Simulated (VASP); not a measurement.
# Ti (Fm-3m) in VASP: further runs

The runs below take Ti through relaxation of cell and atoms, with LDA.

Program: VASP 6.6.1. These are calculated values, not measurements. Logs are shortened: lines on timing, memory, paths and dates and some standing lists are left out, and cuts for length are marked.

## 1. The cell of the first run

Symmetry: Fm-3m, No. 225, cubic system. Conventional cell: a = 4.060 Å, b = 4.060 Å, c = 4.060 Å, α = 90.00°, β = 90.00°, γ = 90.00°. Ti (site symmetry m-3m) has 12 Ti at 2.87 Å within 3.8 Å.

## 2. Relaxation of cell and atoms, LDA, target pressure 10 GPa, at which the enthalpy is minimised

INCAR

```
SYSTEM = Ti
PREC = Accurate ; ENCUT = 600
EDIFF = 1E-6 ; ISMEAR = 0
SIGMA = 0.05 ; LREAL = .False.
LASPH = .True. ; NELM = 60
ALGO = Normal ; ISIF = 3
LWAVE = .False. ; LCHARG = .False.
GGA = CA ; IBRION = 2
NSW = 60 ; EDIFFG = -0.01
PSTRESS = 100.0
```

KPOINTS

```
Automatic mesh
0
Gamma
  11 11 11
  0 0 0
```

POSCAR

```
Ti
1.0
    0.0000000000      2.0300000000      2.0300000000
    2.0300000000      0.0000000000      2.0300000000
    2.0300000000      2.0300000000      0.0000000000
Ti
1
Direct
    0.0000000000      0.0000000000      0.0000000000
```

Potentials or basis: VASP PAW LDA potentials, release 64 (Ti_sv).

The run is started by

```console
cat potpaw_LDA.64/Ti_sv/POTCAR > POTCAR
mpirun -np 1 vasp_std > vasp.out
```

OUTCAR:

```text
SYSTEM = Ti
   PREC = Accurate
   ENCUT = 600
   EDIFF = 1E-6
   ISMEAR = 0
   LREAL = .False.
   LASPH = .True.
   NELM = 60
   ISIF = 3
   GGA = CA
   IBRION = 2
   NSW = 60
   EDIFFG = -0.01
   PSTRESS = 100.0

 ion  position               nearest neighbor table
   1  0.000  0.000  0.000-

  LATTYP: Found a face centered cubic cell.
 ALAT       =     4.0600000000

  Lattice vectors:

 A1 = (   0.0000000000,   2.0300000000,   2.0300000000)
 A2 = (   2.0300000000,   0.0000000000,   2.0300000000)
 A3 = (   2.0300000000,   2.0300000000,   0.0000000000)

Analysis of symmetry for initial positions (statically):
=====================================================================
 Subroutine PRICEL returns:
 Original cell was already a primitive cell.

 Routine SETGRP: Setting up the symmetry group for a
 face centered cubic supercell.

 Subroutine GETGRP returns: Found 48 space group operations
 (whereof 48 operations were pure point group operations)
 out of a pool of 48 trial point group operations.

The static configuration has the point symmetry O_h .

Analysis of symmetry for dynamics (positions and initial velocities):
=====================================================================
 Subroutine PRICEL returns:
 Original cell was already a primitive cell.

 Routine SETGRP: Setting up the symmetry group for a
 face centered cubic supercell.

 Subroutine GETGRP returns: Found 48 space group operations
 (whereof 48 operations were pure point group operations)
 out of a pool of 48 trial point group operations.

The dynamic configuration has the point symmetry O_h .

 Subroutine INISYM returns: Found 48 space group operations
 (whereof 48 operations are pure point group operations),
 and found     1 'primitive' translations

----------------------------------------------------------------------------------------

                                     Primitive cell

  volume of cell :      16.7309

  direct lattice vectors                    reciprocal lattice vectors
     0.000000000  2.030000000  2.030000000    -0.246305419  0.246305419  0.246305419
     2.030000000  0.000000000  2.030000000     0.246305419 -0.246305419  0.246305419
     2.030000000  2.030000000  0.000000000     0.246305419  0.246305419 -0.246305419

  length of vectors
     2.870853532  2.870853532  2.870853532     0.426613499  0.426613499  0.426613499

  position of ions in fractional coordinates (direct lattice)
     0.000000000  0.000000000  0.000000000

  ion indices of the primitive-cell ions
   primitive index   ion index
                 1           1

----------------------------------------------------------------------------------------

 KPOINTS: Automatic mesh

Automatic generation of k-mesh.
 Grid dimensions read from file:
 generate k-points for:   11   11   11

 Generating k-lattice:

  Cartesian coordinates                     Fractional coordinates (reciprocal lattice)
    -0.022391402  0.022391402  0.022391402     0.090909091  0.000000000  0.000000000
     0.022391402 -0.022391402  0.022391402     0.000000000  0.090909091  0.000000000
     0.022391402  0.022391402 -0.022391402     0.000000000  0.000000000  0.090909091

  Length of vectors
     0.038783045  0.038783045  0.038783045

  Shift w.r.t. Gamma in fractional coordinates (k-lattice)
     0.000000000  0.000000000  0.000000000

 Subroutine IBZKPT returns following result:
 ===========================================

 Found     56 irreducible k-points:

 Following reciprocal coordinates:
            Coordinates               Weight
  0.000000  0.000000  0.000000      1.000000
  0.090909  0.000000  0.000000      8.000000
  0.181818  0.000000  0.000000      8.000000
  0.272727  0.000000  0.000000      8.000000
  0.363636  0.000000  0.000000      8.000000
  0.454545  0.000000  0.000000      8.000000
[... 16 lines left out ...]
 -0.272727  0.181818  0.000000     24.000000
 -0.181818  0.181818  0.000000     12.000000
 [... further k-points ...]
   k-points           NKPTS =     56   k-points in BZ     NKDIM =     56   number of bands    NBANDS=     10
   number of dos      NEDOS =    301   number of ions     NIONS =      1
   total plane-waves  NPLWV =  13824
   dimension x,y,z NGX =    24 NGY =   24 NGZ =   24
   dimension x,y,z NGXF=    48 NGYF=   48 NGZF=   48
   ions per type =               1
   NGX,Y,Z   is equivalent  to a cutoff of  13.90, 13.90, 13.90 a.u.
   NGXF,Y,Z  is equivalent  to a cutoff of  27.80, 27.80, 27.80 a.u.
 SYSTEM =  Ti
   PREC   = accura    normal or accurate (medium, high low for compatibility)
   ISTART =      0    job   : 0-new  1-cont  2-samecut
   ICHARG =      2    charge: 1-file 2-atom 10-const
   ISPIN  =      1    spin polarized calculation?
   LNONCOLLINEAR =      F non collinear calculations
   LSORBIT =      F    spin-orbit coupling
   LASPH  =      T    aspherical Exc in radial PAW
   ENCUT  =  600.0 eV  44.10 Ry    6.64 a.u.   5.73  5.73  5.73*2*pi/ulx,y,z
   NELM   =     60;   NELMIN=  2; NELMDL= -5     # of ELM steps
   EDIFF  = 0.1E-05   stopping-criterion for ELM
   LREAL  =      F    real-space projection
   EDIFFG = -.1E-01   stopping-criterion for IOM
   NSW    =     60    number of steps for IOM
   IBRION =      2    ionic relax: 0-MD 1-quasi-New 2-CG
   NFREE  =      1    steps in history (QN), initial steepest desc. (CG)
   ISIF   =      3    stress and relaxation
   ISYM   =      2    0-nonsym 1-usesym 2-fastsym
   POTIM  = 0.5000    time-step for ionic-motion
   TEBEG  =    0.0;   TEEND  =   0.0 temperature during run
   PSTRESS=  100.0 pullay stress
   NELECT =      12.0000    total number of electrons
   NUPDOWN=      -1.0000    fix difference up-down
   EMIN   =  10.00;   EMAX   =-10.00  energy-range for DOS
   EFERMI =   0.00;   METHOD = LEGACY
   ISMEAR =     0;   SIGMA  =   0.05  broadening in eV -4-tet -1-fermi 0-gaus
   EFERMI_NEDOS =   21; number of points for ismear=-14 and -15
   IALGO  =     38    algorithm
   IMIX   =      4    mixing-type and parameters
     AMIX     =   0.40;   BMIX     =  1.00
     AMIX_MAG =   1.60;   BMIX_MAG =  1.00
  volume/ion in A,a.u.               =      16.73       112.91
  Fermi-wavevector in a.u.,A,eV,Ry     =   1.465421  2.769245 29.217967  2.147460
  Thomas-Fermi vector in A             =   2.581280
   LORBIT       =      0    0 simple, 1 ext, 2 COOP (PROOUT), +10 PAW based schemes
   GGA     = CA    functional components
   LHFCALC =     F    Hartree Fock is set to
   AEXX    =    0.0000 exact exchange contribution
   IVDW    =     0    specifies the selected vdW correction
   LEPSILON=     F    determine dielectric tensor
   LRPA    =     F    only Hartree local field effects (RPA)
 conjugate gradient relaxation of ions
 non-spin polarized calculation
 Gauss-broadening in eV      SIGMA  =   0.05
  energy-cutoff  :      600.00
  volume of cell :       16.73
 maximum number of plane-waves:       568
   NGX = 11   NGY = 11   NGZ = 11

--------------------------------------- Ionic step        1  -------------------------------------------

 number of electron      12.0000002 magnetization

 Free energy of the ion-electron system (eV)
  ---------------------------------------------------
  ext. energy  EPLUGINS =         0.00000000
  ---------------------------------------------------
  free energy    TOTEN  =        -8.49476917 eV

  energy without entropy =       -8.49436994  energy(sigma->0) =       -8.49456956

------------------------ aborting loop because EDIFF is reached ----------------------------------------

  FORCE on cell =-STRESS in cart. coord.  units (eV):
  Direction    XX          YY          ZZ          XY          YZ          ZX
  --------------------------------------------------------------------------------------
  -------------------------------------------------------------------------------------
  Total       -0.5639910     -0.5639910     -0.5639910     -0.0000000     -0.0000000     -0.0000000
  in kB      -54.0088169    -54.0088169    -54.0088169     -0.0000000     -0.0000000     -0.0000000
  external PRESSURE =    -154.0088169 kB  Pullay stress =     100.0000000 kB

 VOLUME and BASIS-vectors are now :
 -----------------------------------------------------------------------------
  energy-cutoff  :      600.00
  volume of cell :       16.73
      direct lattice vectors                 reciprocal lattice vectors
     0.000000000  2.030000000  2.030000000    -0.246305419  0.246305419  0.246305419
     2.030000000  0.000000000  2.030000000     0.246305419 -0.246305419  0.246305419
     2.030000000  2.030000000  0.000000000     0.246305419  0.246305419 -0.246305419
[... 7 lines left out ...]
  FREE ENERGIE OF THE ION-ELECTRON SYSTEM (eV)
  ---------------------------------------------------
  free  energy   TOTEN  =        -8.4947691701 eV

  energy  without entropy=       -8.4943699414  energy(sigma->0) =       -8.49456956

  enthalpy is  TOTEN    =        -7.4505118531 eV   P V=        1.0442573170

--------------------------------------- Ionic step        2  -------------------------------------------

 number of electron      12.0000001 magnetization

 E-fermi :  11.2495     XC(G=0): -13.1891

 val. band max:       11.2463266260   @ k =   0.3636   0.0909   0.0000
 cond. band min:      11.2953027293   @ k =  -0.1818   0.2727   0.0909
 fundamental gap:      0.0489761033
 Fermi energy:        11.2495088869

 k-point     1 :       0.0000    0.0000    0.0000
  band No.  band energies     occupation
      1     -44.4114      2.00000
      2     -20.0935      2.00000
      3     -20.0935      2.00000
      4     -20.0935      2.00000
      5       4.8144      2.00000
      6      12.2505      0.00000
      7      12.2505      0.00000
      8      12.2505      0.00000
      9      14.5975      0.00000
     10      14.5975      0.00000

 k-point     2 :       0.0909    0.0000    0.0000
  band No.  band energies     occupation
      1     -44.3821      2.00000
      2     -20.2317      2.00000
      3     -20.1094      2.00000
      4     -20.1094      2.00000
      5       5.1656      2.00000
      6      12.0231      0.00000
      7      12.3835      0.00000
      8      12.3835      0.00000
      9      14.5045      0.00000
     10      14.5045      0.00000
[... 351 lines left out ...]
  FREE ENERGIE OF THE ION-ELECTRON SYSTEM (eV)
  ---------------------------------------------------
  free  energy   TOTEN  =        -8.4788241343 eV

  energy  without entropy=       -8.4784232985  energy(sigma->0) =       -8.47862372

  enthalpy is  TOTEN    =        -7.5479509011 eV   P V=        0.9308732332

--------------------------------------- Ionic step        4  -------------------------------------------

 number of electron      12.0000002 magnetization

 Free energy of the ion-electron system (eV)
  ---------------------------------------------------
  ext. energy  EPLUGINS =         0.00000000
  ---------------------------------------------------
  free energy    TOTEN  =        -8.47630212 eV

  energy without entropy =       -8.47588624  energy(sigma->0) =       -8.47609418

 E-fermi :   9.6852     XC(G=0): -12.5461

 val. band max:        9.6268662645   @ k =  -0.2727   0.4545   0.1818
 cond. band min:       9.7452595864   @ k =   0.2727   0.0000   0.0000
 fundamental gap:      0.1183933218
 Fermi energy:         9.6851650039

 k-point     1 :       0.0000    0.0000    0.0000
  band No.  band energies     occupation
      1     -46.0665      2.00000
      2     -22.0532      2.00000
      3     -22.0532      2.00000
      4     -22.0532      2.00000
      5       3.4046      2.00000
      6      10.6579      0.00000
      7      10.6579      0.00000
      8      10.6579      0.00000
      9      12.6448      0.00000
     10      12.6448      0.00000

 k-point     2 :       0.0909    0.0000    0.0000
  band No.  band energies     occupation
      1     -46.0479      2.00000
      2     -22.1473      2.00000
      3     -22.0644      2.00000
      4     -22.0644      2.00000
      5       3.7135      2.00000
      6      10.4630      0.00000
      7      10.7714      0.00000
      8      10.7714      0.00000
      9      12.5700      0.00000
     10      12.5700      0.00000
[... 308 lines left out ...]
 POSITION                                       TOTAL-FORCE (eV/Angst)
 -----------------------------------------------------------------------------------
      0.00000      0.00000     -0.00000        -0.000000     -0.000000     -0.000000
 -----------------------------------------------------------------------------------
    total drift:                                0.000000      0.000000      0.000000

  FREE ENERGIE OF THE ION-ELECTRON SYSTEM (eV)
  ---------------------------------------------------
  free  energy   TOTEN  =        -8.4763021248 eV

  energy  without entropy=       -8.4758862350  energy(sigma->0) =       -8.47609418

  enthalpy is  TOTEN    =        -7.5480138208 eV   P V=        0.9282883040

 reached required accuracy - stopping structural energy minimisation
```

Run time: 14 s. Hardware: 1 thread of Intel Xeon 6975P-C (Granite Rapids), shared host; peak memory 0.14 GiB.

Results:

* Free energy: -8.4763 eV
* Relaxed volume: 14.87 Å³/atom
* Relaxed cell: a = 2.760 Å, b = 2.760 Å, c = 2.760 Å, α = 60.00°, β = 60.00°, γ = 60.00°
* Space group after relaxing (to 0.05 Å): Fm-3m (No. 225)
* Energy change on relaxing (the enthalpy is what falls): +18.5 meV/atom
* Ionic steps: 4
* Pressure after relaxing: 9.9 GPa
* Band gap on the k mesh: zero (band 6 reaches 10.66 eV, above the bottom of band 7 at 9.41 eV)

The path:
| step | energy change (eV) | largest force (eV/Å) | pressure (GPa) | volume (Å³) |
| --- | --- | --- | --- | --- |
| 1 | 0.0000 | 0.0000 | -5.40 | 16.73 |
| 2 | 0.2464 | 0.0000 | 33.76 | 13.13 |
| 3 | 0.0159 | 0.0000 | 9.52 | 14.91 |
| 4 | 0.0185 | 0.0000 | 9.93 | 14.87 |

Final structure:
```
CELL_PARAMETERS angstrom
0.00000 1.95189 1.95189
1.95189 0.00000 1.95189
1.95189 1.95189 0.00000
ATOMIC_POSITIONS crystal
Ti 0.00000 0.00000 0.00000
```

Caveat: the cell is relaxed towards a set pressure, so the enthalpy falls and the energy may rise. LDA usually gives volumes a few per cent too small.

(Part 1 of 2 ends here.)
